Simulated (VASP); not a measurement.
Set up this calculation in VASP 6.6.1, as the native input.

- Task: single point
- Functional: BLYP
- Potentials or basis: VASP PAW PBE potentials, release 64 (Se)
- Cutoff: 520 eV
- k mesh: 11 × 11 × 9
- Occupations: fermi-dirac, width 0.1 eV
- Spin: no spin polarisation
- Dipole correction: no
- Further INCAR settings: ALGO = Normal; EDIFF = 1e-06; NBANDS = 13

The structure of Se lies in POSCAR:

```
Se
1.0
    3.6715560597      0.0000000000      0.0000000000
   -1.8357780299      3.1796608191      0.0000000000
    0.0000000000      0.0000000000      3.7320421367
Se
2
Direct
    0.3333333333      0.6666666667      0.2500000000
    0.6666666667      0.3333333333      0.7500000000
```

This isn't the form of Se at room conditions, which is trigonal, of chains.

One way to write it, as run:

INCAR

```
SYSTEM = Se
AGGAC = 1.0
AGGAX = 1.0
ALDAC = 0.0
ALDAX = 1.0
ALGO = Normal
EDIFF = 1E-6
ENCUT = 520
GGA = B5
ISIF = 2
ISMEAR = -1
LASPH = .TRUE.
LCHARG = .FALSE.
LREAL = .FALSE.
LWAVE = .FALSE.
NBANDS = 13
NELM = 60
PREC = Accurate
SIGMA = 0.1
```

KPOINTS

```
k-points
0
G
  11 11 9
  0 0 0
```

Potentials or basis: VASP PAW PBE potentials, release 64 (Se).

The run is started by

```sh
$ cat potpaw_PBE.64/Se/POTCAR > POTCAR
$ mpirun -np 1 vasp_std > vasp.out
```

It gave:

- Pressure: 9.0 GPa
- Band gap on the k mesh: zero (bands 6 and 7 overlap by 1.79 eV)

Caveat: the cell stands under pressure; the PAW data sets were made with another functional, which shifts forces and pressure a little.

It took 25 s on 1 thread of AMD EPYC 9R45 96-Core Processor (Zen 5), with other jobs on the host, peak memory 0.14 GiB.
